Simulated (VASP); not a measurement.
# Lu2ScN3 (Cmmm) in VASP: single point with PBE

Aim: the single point of Lu2ScN3 with PBE.

Program: VASP 6.6.1. These are calculated values, not measurements. Logs are shortened: lines on timing, memory, paths and dates and some standing lists are left out, and cuts for length are marked.

## 1. The cell of the first run

It takes space group Cmmm (No. 65, orthorhombic). Conventional cell: a = 4.654 Å, b = 10.332 Å, c = 3.637 Å, α = 90.00°, β = 90.00°, γ = 90.00°. Lu (site symmetry m2m) has 5 N at 2.02 to 2.43 Å within 2.7 Å. Within 3.1 Å of Sc (site symmetry mmm) lie 6 N at 2.33 to 2.37 Å. N (site symmetry m2m) has 3 Lu at 2.02 to 2.33 Å and 2 Sc at 2.37 Å within 2.7 Å. N (site symmetry mmm) has 2 Sc at 2.33 Å and 4 Lu at 2.43 Å within 3.1 Å.

## 2. Single point, PBE

INCAR reads:

```
SYSTEM = Lu2ScN3
PREC     = Accurate       ! precision mode
ENCUT    = 520            ! plane-wave cutoff, eV
EDIFF    = 1E-6           ! SCF threshold, eV
ISMEAR   = 0              ! smearing method
SIGMA    = 0.1            ! smearing width, eV
LREAL    = .False.        ! projectors in reciprocal space
LASPH    = .True.         ! aspherical terms in the spheres
NELM     = 80             ! most SCF steps
ALGO     = Normal         ! electronic algorithm
ISIF     = 2              ! what is computed and relaxed
LWAVE    = .False.        ! write WAVECAR
LCHARG   = .False.        ! write CHGCAR
GGA      = PE             ! functional
NBANDS   = 47             ! bands
```

KPOINTS reads:

```
regular mesh
0
Gamma
  4 4 6
  0 0 0
```

POSCAR reads:

```
Lu2ScN3
1.0
    2.3270191700     -5.1662067400      0.0000000000
    2.3270191700      5.1662067400      0.0000000000
    0.0000000000      0.0000000000      3.6372516400
Lu Sc N
2 1 3
Direct
    0.6562623200      0.3437376800      0.5000000000
    0.3437376800      0.6562623200      0.5000000000
    0.0000000000      0.0000000000      0.0000000000
    0.1478336900      0.8521663100      0.5000000000
    0.8521663100      0.1478336900      0.5000000000
    0.5000000000      0.5000000000      0.0000000000
```

Potentials or basis: VASP PAW PBE potentials, release 64 (Lu, Sc_sv, N).

Command:

```sh
$ cat potpaw_PBE.64/Lu/POTCAR potpaw_PBE.64/Sc_sv/POTCAR potpaw_PBE.64/N/POTCAR > POTCAR
$ mpirun -np 1 vasp_std > vasp.out
```

OUTCAR:

```text
SYSTEM = Lu2ScN3
   PREC = Accurate
   ENCUT = 520
   EDIFF = 1E-6
   ISMEAR = 0
   LREAL = .False.
   LASPH = .True.
   NELM = 80
   ISIF = 2
   GGA = PE

 ion  position               nearest neighbor table
   1  0.656  0.344  0.500-   5 2.02   4 2.33   4 2.33   6 2.43   6 2.43   2 3.03   2 3.03   2 3.23
                             3 3.37   3 3.37   3 3.37   3 3.37
   2  0.344  0.656  0.500-   4 2.02   5 2.33   5 2.33   6 2.43   6 2.43   1 3.03   1 3.03   1 3.23
                             3 3.37   3 3.37   3 3.37   3 3.37
   3  0.000  0.000  0.000-   6 2.33   6 2.33   4 2.37   4 2.37   5 2.37   5 2.37   2 3.37   2 3.37
                             1 3.37   1 3.37   1 3.37   2 3.37   2 3.37   1 3.37
   4  0.148  0.852  0.500-   2 2.02   1 2.33   1 2.33   3 2.37   3 2.37
   5  0.852  0.148  0.500-   1 2.02   2 2.33   2 2.33   3 2.37   3 2.37
   6  0.500  0.500  0.000-   3 2.33   3 2.33   1 2.43   1 2.43   2 2.43   2 2.43

  LATTYP: Found a base centered orthorhombic cell.
 ALAT       =     4.6540383400
 B/A-ratio  =     2.2200963390
 C/A-ratio  =     0.7815259296

  Lattice vectors:

 A1 = (   2.3270191700,  -5.1662067400,   0.0000000000)
 A2 = (   2.3270191700,   5.1662067400,   0.0000000000)
 A3 = (   0.0000000000,   0.0000000000,   3.6372516400)

Analysis of symmetry for initial positions (statically):
=====================================================================
 Subroutine PRICEL returns:
 Original cell was already a primitive cell.

 Routine SETGRP: Setting up the symmetry group for a
 base centered orthorhombic supercell.

 Subroutine GETGRP returns: Found  8 space group operations
 (whereof  8 operations were pure point group operations)
 out of a pool of  8 trial point group operations.

The static configuration has the point symmetry D_2h.

Analysis of symmetry for dynamics (positions and initial velocities):
=====================================================================
 Subroutine PRICEL returns:
 Original cell was already a primitive cell.

 Routine SETGRP: Setting up the symmetry group for a
 base centered orthorhombic supercell.

 Subroutine GETGRP returns: Found  8 space group operations
 (whereof  8 operations were pure point group operations)
 out of a pool of  8 trial point group operations.

The dynamic configuration has the point symmetry D_2h.

 Subroutine INISYM returns: Found  8 space group operations
 (whereof  8 operations are pure point group operations),
 and found     1 'primitive' translations

----------------------------------------------------------------------------------------

                                     Primitive cell

  volume of cell :      87.4531

  direct lattice vectors                    reciprocal lattice vectors
     2.327019170 -5.166206740  0.000000000     0.214867160 -0.096782809  0.000000000
     2.327019170  5.166206740  0.000000000     0.214867160  0.096782809  0.000000000
     0.000000000  0.000000000  3.637251640     0.000000000  0.000000000  0.274932861

  length of vectors
     5.666101861  5.666101861  3.637251640     0.235658245  0.235658245  0.274932861

  position of ions in fractional coordinates (direct lattice)
     0.656262320  0.343737680  0.500000000
     0.343737680  0.656262320  0.500000000
     0.000000000  0.000000000  0.000000000
     0.147833690  0.852166310  0.500000000
     0.852166310  0.147833690  0.500000000
     0.500000000  0.500000000  0.000000000

  ion indices of the primitive-cell ions
   primitive index   ion index
                 1           1
                 2           2
                 3           3
                 4           4
                 5           5
                 6           6

----------------------------------------------------------------------------------------

 KPOINTS: regular mesh

Automatic generation of k-mesh.
 Grid dimensions read from file:
 generate k-points for:    4    4    6

 Generating k-lattice:

  Cartesian coordinates                     Fractional coordinates (reciprocal lattice)
     0.053716790 -0.024195702  0.000000000     0.250000000  0.000000000  0.000000000
     0.053716790  0.024195702  0.000000000     0.000000000  0.250000000  0.000000000
     0.000000000  0.000000000  0.045822144     0.000000000  0.000000000  0.166666667

  Length of vectors
     0.058914561  0.058914561  0.045822144

  Shift w.r.t. Gamma in fractional coordinates (k-lattice)
     0.000000000  0.000000000  0.000000000

 Subroutine IBZKPT returns following result:
 ===========================================

 Found     28 irreducible k-points:

 Following reciprocal coordinates:
            Coordinates               Weight
  0.000000  0.000000  0.000000      1.000000
  0.250000  0.000000  0.000000      4.000000
  0.500000  0.000000  0.000000      2.000000
  0.250000  0.250000  0.000000      2.000000
  0.500000  0.250000  0.000000      4.000000
 -0.250000  0.250000  0.000000      2.000000
[... 16 lines left out ...]
  0.250000  0.000000  0.500000      4.000000
  0.500000  0.000000  0.500000      2.000000
 [... further k-points ...]
   k-points           NKPTS =     28   k-points in BZ     NKDIM =     28   number of bands    NBANDS=     47
   number of dos      NEDOS =    301   number of ions     NIONS =      6
   total plane-waves  NPLWV =  49392
   dimension x,y,z NGX =    42 NGY =   42 NGZ =   28
   dimension x,y,z NGXF=    84 NGYF=   84 NGZF=   56
   ions per type =               2   1   3
   NGX,Y,Z   is equivalent  to a cutoff of  12.32, 12.32, 12.80 a.u.
   NGXF,Y,Z  is equivalent  to a cutoff of  24.65, 24.65, 25.60 a.u.
 SYSTEM =  Lu2ScN3
   PREC   = accura    normal or accurate (medium, high low for compatibility)
   ISTART =      0    job   : 0-new  1-cont  2-samecut
   ICHARG =      2    charge: 1-file 2-atom 10-const
   ISPIN  =      1    spin polarized calculation?
   LNONCOLLINEAR =      F non collinear calculations
   LSORBIT =      F    spin-orbit coupling
   LASPH  =      T    aspherical Exc in radial PAW
   ENCUT  =  520.0 eV  38.22 Ry    6.18 a.u.  10.54 10.54  6.76*2*pi/ulx,y,z
   NELM   =     80;   NELMIN=  2; NELMDL= -5     # of ELM steps
   EDIFF  = 0.1E-05   stopping-criterion for ELM
   LREAL  =      F    real-space projection
   EDIFFG = 0.1E-04   stopping-criterion for IOM
   NSW    =      0    number of steps for IOM
   IBRION =     -1    ionic relax: 0-MD 1-quasi-New 2-CG
   NFREE  =      0    steps in history (QN), initial steepest desc. (CG)
   ISIF   =      2    stress and relaxation
   ISYM   =      2    0-nonsym 1-usesym 2-fastsym
   POTIM  = 0.5000    time-step for ionic-motion
   TEBEG  =    0.0;   TEEND  =   0.0 temperature during run
   PSTRESS=    0.0 pullay stress
   NELECT =      76.0000    total number of electrons
   NUPDOWN=      -1.0000    fix difference up-down
   EMIN   =  10.00;   EMAX   =-10.00  energy-range for DOS
   EFERMI =   0.00;   METHOD = LEGACY
   ISMEAR =     0;   SIGMA  =   0.10  broadening in eV -4-tet -1-fermi 0-gaus
   EFERMI_NEDOS =   21; number of points for ismear=-14 and -15
   IALGO  =     38    algorithm
   IMIX   =      4    mixing-type and parameters
     AMIX     =   0.40;   BMIX     =  1.00
     AMIX_MAG =   1.60;   BMIX_MAG =  1.00
  volume/ion in A,a.u.               =      14.58        98.36
  Fermi-wavevector in a.u.,A,eV,Ry     =   1.562264  2.952250 33.207301  2.440668
  Thomas-Fermi vector in A             =   2.665208
   LORBIT       =      0    0 simple, 1 ext, 2 COOP (PROOUT), +10 PAW based schemes
   GGA     = PE    functional components
   LHFCALC =     F    Hartree Fock is set to
   AEXX    =    0.0000 exact exchange contribution
   IVDW    =     0    specifies the selected vdW correction
   LEPSILON=     F    determine dielectric tensor
   LRPA    =     F    only Hartree local field effects (RPA)
 non-spin polarized calculation
 Gauss-broadening in eV      SIGMA  =   0.10
  energy-cutoff  :      520.00
  volume of cell :       87.45
 maximum number of plane-waves:      2376
   NGX = 21   NGY = 21   NGZ = 13

 number of electron      75.9999993 magnetization

 Free energy of the ion-electron system (eV)
  ---------------------------------------------------
  ext. energy  EPLUGINS =         0.00000000
  ---------------------------------------------------
  free energy    TOTEN  =       -49.01575731 eV

  energy without entropy =      -49.01512871  energy(sigma->0) =      -49.01544301

 E-fermi :   3.2366     XC(G=0): -11.4131

 val. band max:        3.1291593177   @ k =   0.5000   0.5000   0.0000
 cond. band min:       3.3213063897   @ k =   0.0000   0.0000   0.0000
 fundamental gap:      0.1921470720
 Fermi energy:         3.2365583760

 k-point     1 :       0.0000    0.0000    0.0000
  band No.  band energies     occupation
      1     -51.2642      2.00000
      2     -51.1913      2.00000
      3     -45.6038      2.00000
      4     -24.2863      2.00000
      5     -24.2403      2.00000
      6     -24.1192      2.00000
[... 39 lines left out ...]
     46       8.1795      0.00000
     47       8.4795      0.00000

 k-point     2 :       0.2500    0.0000    0.0000
  band No.  band energies     occupation
      1     -51.2538      2.00000
      2     -51.2015      2.00000
      3     -45.6038      2.00000
      4     -24.2899      2.00000
      5     -24.2516      2.00000
      6     -24.1174      2.00000
[... 39 lines left out ...]
     46       8.7387      0.00000
     47       8.7660      0.00000

 k-point     3 :       0.5000    0.0000    0.0000
  band No.  band energies     occupation
      1     -51.2339      2.00000
      2     -51.2213      2.00000
      3     -45.6037      2.00000
      4     -24.2932      2.00000
      5     -24.2604      2.00000
      6     -24.1156      2.00000
[... 39 lines left out ...]
     46       9.1613      0.00000
     47       9.6378      0.00000

 k-point     4 :       0.2500    0.2500    0.0000
  band No.  band energies     occupation
      1     -51.2339      2.00000
      2     -51.2213      2.00000
      3     -45.6037      2.00000
      4     -24.2925      2.00000
      5     -24.2610      2.00000
      6     -24.1156      2.00000
[... 939 lines left out ...]
     46       8.4322      0.00000
     47       8.8637      0.00000

 k-point    23 :       0.2500    0.0000    0.5000
  band No.  band energies     occupation
      1     -51.2483      2.00000
      2     -51.1964      2.00000
      3     -45.5981      2.00000
      4     -24.2640      2.00000
      5     -24.2405      2.00000
      6     -24.2223      2.00000
[... 39 lines left out ...]
     46       8.9671      0.00000
     47       9.3306      0.00000

 k-point    24 :       0.5000    0.0000    0.5000
  band No.  band energies     occupation
      1     -51.2285      2.00000
      2     -51.2161      2.00000
      3     -45.5980      2.00000
      4     -24.2626      2.00000
      5     -24.2554      2.00000
      6     -24.2287      2.00000
[... 39 lines left out ...]
     46       8.7526      0.00000
     47       9.2786      0.00000

 [... further k-points ...]
[... 5 lines left out ...]
  --------------------------------------------------------------------------------------
  -------------------------------------------------------------------------------------
  Total        0.1807097      8.2824626     -5.4561046     -0.0000000      0.0000000      0.0000000
  in kB        3.3106781    151.7382176    -99.9581440     -0.0000000      0.0000000      0.0000000
  external PRESSURE =      18.3635839 kB  Pullay stress =       0.0000000 kB

 VOLUME and BASIS-vectors are now :
 -----------------------------------------------------------------------------
  energy-cutoff  :      520.00
  volume of cell :       87.45
      direct lattice vectors                 reciprocal lattice vectors
     2.327019170 -5.166206740  0.000000000     0.214867160 -0.096782809  0.000000000
     2.327019170  5.166206740  0.000000000     0.214867160  0.096782809  0.000000000
     0.000000000  0.000000000  3.637251640     0.000000000  0.000000000  0.274932861

 POSITION                                       TOTAL-FORCE (eV/Angst)
 -----------------------------------------------------------------------------------
      2.32702     -1.61457      1.81863         0.000000      4.110857      0.000000
      2.32702      1.61457      1.81863         0.000000     -4.110857      0.000000
      0.00000      0.00000      0.00000         0.000000      0.000000      0.000000
      2.32702      3.63873      1.81863         0.000000      2.047855      0.000000
      2.32702     -3.63873      1.81863         0.000000     -2.047855      0.000000
      2.32702      0.00000      0.00000        -0.000000      0.000000      0.000000
 -----------------------------------------------------------------------------------
    total drift:                               -0.000000     -0.000000      0.000000

  FREE ENERGIE OF THE ION-ELECTRON SYSTEM (eV)
  ---------------------------------------------------
  free  energy   TOTEN  =       -49.0157573146 eV

  energy  without entropy=      -49.0151287087  energy(sigma->0) =      -49.01544301
```

It took 2.8 min on 1 thread of Intel Xeon Platinum 8488C (Sapphire Rapids), shared host; peak memory 0.28 GiB.

Results:

* Free energy: -49.0158 eV
* Pressure: 1.8 GPa
* Largest force: 4.111 eV/Å
* Band gap on the k mesh: 0.19 eV, indirect (least direct gap 0.20 eV)

Forces in eV/Å, atoms in the order of the input:
```
Lu   0.000  4.111  0.000
Lu   0.000 -4.111  0.000
Sc   0.000  0.000  0.000
N    0.000  2.048  0.000
N    0.000 -2.048  0.000
N    0.000  0.000  0.000
```

Stress tensor (GPa, compression positive):
```
  0.33   0.00   0.00
  0.00  15.17   0.00
  0.00   0.00 -10.00
```

Levels at points of the mesh, in eV from the valence-band top:
| k point | band 34 | band 35 | band 36 | band 37 | band 38 | band 39 | band 40 | band 41 | band 42 | band 43 |
| --- | --- | --- | --- | --- | --- | --- | --- | --- | --- | --- |
| (0.00, 0.00, 0.00) | -1.60 | -1.47 | -0.83 | -0.34 | -0.01 | 0.19 | 2.38 | 2.66 | 3.37 | 4.22 |
| (0.50, 0.00, 0.00) | -2.11 | -2.08 | -1.51 | -1.29 | -1.08 | 1.50 | 2.50 | 3.93 | 3.94 | 4.48 |
| (0.50, 0.50, 0.00) | -1.74 | -1.01 | -0.85 | -0.73 | 0.00 | 2.31 | 2.67 | 2.85 | 3.25 | 3.41 |
| (0.00, 0.00, 0.50) | -1.51 | -1.47 | -1.00 | -0.88 | -0.54 | 0.47 | 3.15 | 3.24 | 4.12 | 4.17 |
| (0.50, 0.00, 0.50) | -2.23 | -2.20 | -1.97 | -1.79 | -0.98 | 3.33 | 3.78 | 3.85 | 4.37 | 4.72 |
| (0.50, 0.50, 0.50) | -1.64 | -1.28 | -1.21 | -0.31 | -0.22 | 0.76 | 1.71 | 2.87 | 3.77 | 4.49 |

Caveat: spin-orbit coupling is left out, which moves the levels of the heavy elements; forces of over 1 eV/Å act on the atoms, so gaps and moduli don't describe the material at rest. A k mesh can miss the band edges.
